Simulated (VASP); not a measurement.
Here is a VASP 6.6.1 calculation.

Contents of POSCAR:

```
Ba
1.0
   -2.5065000000      2.5065000000      2.5065000000
    2.5065000000     -2.5065000000      2.5065000000
    2.5065000000      2.5065000000     -2.5065000000
Ba
1
Direct
    0.0000000000      0.0000000000      0.0000000000
```

INCAR.step1

```
SYSTEM = Ba
  PREC = Accurate
  ENCUT = 550
  ISMEAR = -1
  SIGMA = 0.02
  LREAL = .FALSE.
  LASPH = .TRUE.
  NELM = 120
  GGA = PE
  ALGO = Normal
  EDIFF = 1E-5
  LWAVE = .TRUE.
  LCHARG = .FALSE.
  GGA_COMPAT = .FALSE.
  IBRION = 2
  ISIF = 3
  EDIFFG = -0.005
  NELMIN = 4
  NSW = 100
```

The input INCAR.step2:

```
SYSTEM = Ba
  PREC = Accurate
  ENCUT = 550
  EDIFF = 1E-7
  ISMEAR = -1
  SIGMA = 0.02
  LREAL = .FALSE.
  LASPH = .TRUE.
  NELM = 120
  ALGO = Normal
  ISIF = 8
  LWAVE = .FALSE.
  LCHARG = .FALSE.
  METAGGA = R2SCAN
  LMIXTAU = .TRUE.
  IBRION = 2
  NSW = 80
  EDIFFG = -0.01
  ISTART = 1
  GGA_COMPAT = .FALSE.
  NELMIN = 4
```

KPOINTS

```
regular mesh
0
G
  6 6 6
  0 0 0
```

Potentials or basis: VASP PAW PBE potentials, release 64 (Ba_sv).

Command:

```console
$ cat potpaw_PBE.64/Ba_sv/POTCAR > POTCAR
$ cp INCAR.step1 INCAR
$ mpirun -np 1 vasp_std > vasp.out
$ cp INCAR.step2 INCAR
$ mpirun -np 1 vasp_std > vasp.out
```

Question: What does it give for the relaxed volume?

Answer: 66.15 Å³/atom.

Question: Estimate the band gap on the k mesh.

Answer: Zero (bands 5 and 6 overlap by 0.80 eV).

Final structure:
```cif
data_structure
_symmetry_space_group_name_H-M 'P 1'
_symmetry_Int_Tables_number 1
_cell_length_a 4.4129
_cell_length_b 4.4129
_cell_length_c 4.4129
_cell_angle_alpha 109.471
_cell_angle_beta 109.471
_cell_angle_gamma 109.471
_cell_volume 66.15
loop_
_atom_site_label
_atom_site_type_symbol
_atom_site_fract_x
_atom_site_fract_y
_atom_site_fract_z
_atom_site_occupancy
Ba1 Ba 0.00000 0.00000 0.00000 1
```

Caveat: the PAW data sets were made with another functional, which shifts forces and pressure a little; spin-orbit coupling is left out, which moves the levels of the heavy elements. Zero-point motion and thermal expansion aren't in these numbers.
